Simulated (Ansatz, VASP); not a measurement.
# Hf: VASP beside Ansatz

The input INCAR:

```
ALGO = Normal
EDIFF = 1E-8
ENCUT = 520
GGA = PE
ISIF = 2
ISMEAR = -1
LASPH = T
LCHARG = F
LEFG = T
LREAL = F
LWAVE = F
NBANDS = 11
NELM = 60
PREC = Accurate
SIGMA = 0.03
```

File KPOINTS:

```
k-points
0
Gamma
  12 12 12
```

The input POSCAR:

```
Hf
1.0
    2.9204338382      0.0292043384      0.0292043384
    0.0292043384      2.9204338382      0.0292043384
    0.0292043384      0.0292043384      2.9204338382
Hf
1
Direct
    0.0000000000      0.0000000000      0.0000000000
```

Input for Ansatz:

```yaml
crystal:
  lattice:
    - [2.9204338382, 0.0292043384, 0.0292043384]
    - [0.0292043384, 2.9204338382, 0.0292043384]
    - [0.0292043384, 0.0292043384, 2.9204338382]
  atoms:
    - { symbol: Hf, position: [0.0, 0.0, 0.0] }
kpoints:
  mp_grid: { grid: [12, 12, 12] }
scf:
  occupations: { method: fermi_dirac, width: 0.03 }
hamiltonian:
  xc: pbe
  pseudopotentials: { kind: paw }
output:
  forces: true
  stress: true
  eigenvalues: true
  efg: { contact_densities: true }
```

Change from the starting cell: equal xy, yz and zx shear strains of +2 %, PAW files.

Alike in both runs: task electric field gradients; functional PBE; k mesh 12 × 12 × 12; occupations fermi-dirac, width 0.03 eV; no spin polarisation.

```csv
,VASP,Ansatz
version,VASP 6.6.1,Ansatz 0.2.0
potentials or method,"VASP PAW PBE potentials, release 64 (Hf_pv)","PAW with Ansatz's default frozen-core files, scalar-relativistic"
plane-wave cutoff (eV),520,420
valence electrons in the cell,10,26
```

|  | VASP | Ansatz | Ansatz less VASP |
| --- | --- | --- | --- |
| pressure (GPa) | -0.4 | -0.1 | +0.29 |
| traceless stress, the component that is largest in VASP (GPa) | 0.91 | 0.91 | -0.003 |
| size of Vzz on the site where it differs most (V/Å²) | 11.5 | 9.4 | -2.15 |

With one functional, cell and mesh, what is left measures potentials, basis and numerics. VASP's potentials hold 10 valence electrons a cell and Ansatz's 26, so a difference there can come from the potentials and not from the codes.

Neither program's run includes spin-orbit coupling.
